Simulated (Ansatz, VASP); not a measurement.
**Two plane-wave programs on Rh**

```
Rh
1.0
     0.00000    1.94909    1.80647
     1.94909    0.00000    1.80647
     1.94909    1.94909    0.00000
Rh
1
Direct
  0.00000 0.00000 0.00000
```

Change from the starting cell: strain +0.025 along x and y, -0.050 along z, atoms carried along.

Alike in both runs: task single point; functional LDA; k mesh 22 × 22 × 22; occupations gaussian, width 0.15 eV; no spin polarisation.

|  | VASP | Ansatz |
| --- | --- | --- |
| version | VASP 6.6.1 | Ansatz 0.2.0 |
| potentials or method | VASP PAW LDA potentials, release 64 (Rh_pv), cutoff 520 eV | scalar-relativistic, plane waves, PAW |
| valence electrons in the cell | 15 | 17 |

Ansatz gave:

| Item | Value |
| --- | --- |
| gap on the k mesh at the Fermi level (eV) | none |
| pressure (GPa) | -9.9 |
| traceless stress, the component that is largest in VASP (GPa) | 11.41 |

Q: Which values does VASP return?

A: gap on the k mesh at the Fermi level (eV): none; pressure (GPa): -9.0; traceless stress, the component that is largest in VASP (GPa): 11.38.

LDA's correlation is that of Perdew and Zunger in VASP and of Perdew and Wang (1992) in Ansatz. A gap of «none» marks a metal or a gap that the smearing closes. VASP's potentials hold 15 valence electrons a cell and Ansatz's 17, so a difference there can come from the potentials and not from the codes.
